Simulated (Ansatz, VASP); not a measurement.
**Two plane-wave programs on Ir**

```
Ir
1.0
     9.00000    0.00000    0.00000
     0.00000    9.10000    0.00000
     0.00000    0.00000    9.20000
Ir
1
Direct
  0.50000 0.50000 0.50000
```

Alike in both runs: task single point; functional PBE; k mesh 1 × 1 × 1; occupations fermi-dirac, width 0.1 eV; collinear spin.

|  | VASP | Ansatz |
| --- | --- | --- |
| version | VASP 6.6.1 | Ansatz development build ahead of 0.2.0 |
| potentials or method | VASP PAW PBE potentials, release 64 (Ir) | PAW (an earlier, plane waves, scalar-relativistic |
| plane-wave cutoff (eV) | 400 | 620 |

|  | VASP | Ansatz | Ansatz less VASP |
| --- | --- | --- | --- |
| net moment per atom (μB) | 3.00 | 3.00 | 0.000 |
| size of the moment on the site where the two differ most (μB) | 2.53 | 3.00 | +0.470 |

Site moments also hang on the region over which each program counts them. Ansatz's warnings: reached outside group, stability check not made.

Spin-orbit coupling is off throughout.
